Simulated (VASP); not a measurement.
FeS2, 12 atoms in the cell. It takes space group Pa-3 (No. 205, cubic). Conventional cell: a = 5.383 Å, b = 5.383 Å, c = 5.383 Å, α = 90.00°, β = 90.00°, γ = 90.00°. Fe (site symmetry -3) has 6 S at 2.25 Å within 3.0 Å. S (site symmetry 3) has 1 S at 2.15 Å and 3 Fe at 2.25 Å within 2.8 Å. 

| Property | Result |
| --- | --- |
| Program | VASP 6.6.1 |
| Task | single point |
| Functional | PBE |
| Potentials or basis | VASP PAW PBE potentials, release 64 (Fe, S) |
| Cutoff | 600 eV |
| k mesh | 3 × 3 × 3 |
| Occupations | fermi-dirac, width 0.05 eV |
| Spin | collinear spin, ferromagnetic start |
| Starting moments | [4.0, 4.0, 4.0, 4.0, 0.0, 0.0, 0.0, 0.0, 0.0, 0.0, 0.0, 0.0] μB |
| Hubbard terms | Fe d U = 5.3 eV |
| Dipole correction | no |
| Further INCAR settings | ALGO = Normal; EDIFF = 1e-06; NBANDS = 56; ISYM = 0 |

Potentials or basis: VASP PAW PBE potentials, release 64 (Fe, S).

Run with:

```bash
$ cat potpaw_PBE.64/Fe/POTCAR potpaw_PBE.64/S/POTCAR > POTCAR
$ mpirun -np 1 vasp_std > vasp.out
```

Hardware: 1 thread of Intel(R) Xeon(R) Platinum 8488C (Sapphire Rapids), on a shared host.

Estimate the wall time of this run.

It took 7.4 min on 1 thread of Intel(R) Xeon(R) Platinum 8488C (Sapphire Rapids), with other jobs on the host, peak memory 0.51 GiB. Counts: scf iterations 26, k points 14.
